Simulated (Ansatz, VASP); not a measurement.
# BaZr2O5: VASP beside Ansatz

```
CELL_PARAMETERS angstrom
1.92363 -6.06005 0.00000
1.92363 6.06005 0.00000
0.00000 0.00000 11.73818
ATOMIC_POSITIONS crystal
Ba 0.19534 0.80466 0.75000
Ba 0.80466 0.19534 0.25000
Zr 0.88788 0.11212 0.57221
Zr 0.88788 0.11212 0.92779
Zr 0.11212 0.88788 0.42779
Zr 0.11212 0.88788 0.07221
O 0.04821 0.95179 0.59700
O 0.04821 0.95179 0.90300
O 0.32533 0.67467 0.94131
O 0.32533 0.67467 0.55869
O 0.95179 0.04821 0.40300
O 0.95179 0.04821 0.09700
O 0.67467 0.32533 0.44131
O 0.67467 0.32533 0.05869
O 0.16137 0.83863 0.25000
O 0.83863 0.16137 0.75000
```

Alike in both runs: functional PBE; k mesh 6 × 6 × 2; occupations gaussian, width 0.02 eV; no spin polarisation.

Ansatz relaxed the structure, and its values are those at the end. VASP's run is a single point on that final structure, the one shown.

|  | VASP | Ansatz |
| --- | --- | --- |
| version | VASP 6.6.1 | Ansatz 0.2.0 |
| potentials or method | VASP PAW PBE potentials, release 64 (Ba_sv, Zr_sv, O), cutoff 520 eV | scalar-relativistic, plane waves, PAW |
| valence electrons in the cell | 128 | 128 |

VASP gave:

| Item | Value |
| --- | --- |
| gap on the k mesh at the Fermi level (eV) | 4.02 |
| least direct gap on the mesh (eV) | 4.10 |
| pressure (GPa) | 1.0 |
| rms of the force components (eV/Å) | 0.044 |

Q: Estimate Ansatz's values.

A: gap on the k mesh at the Fermi level (eV): 4.06; least direct gap on the mesh (eV): 4.12; pressure (GPa): 0.0; rms of the force components (eV/Å): 0.000.

Spin-orbit coupling is off throughout.
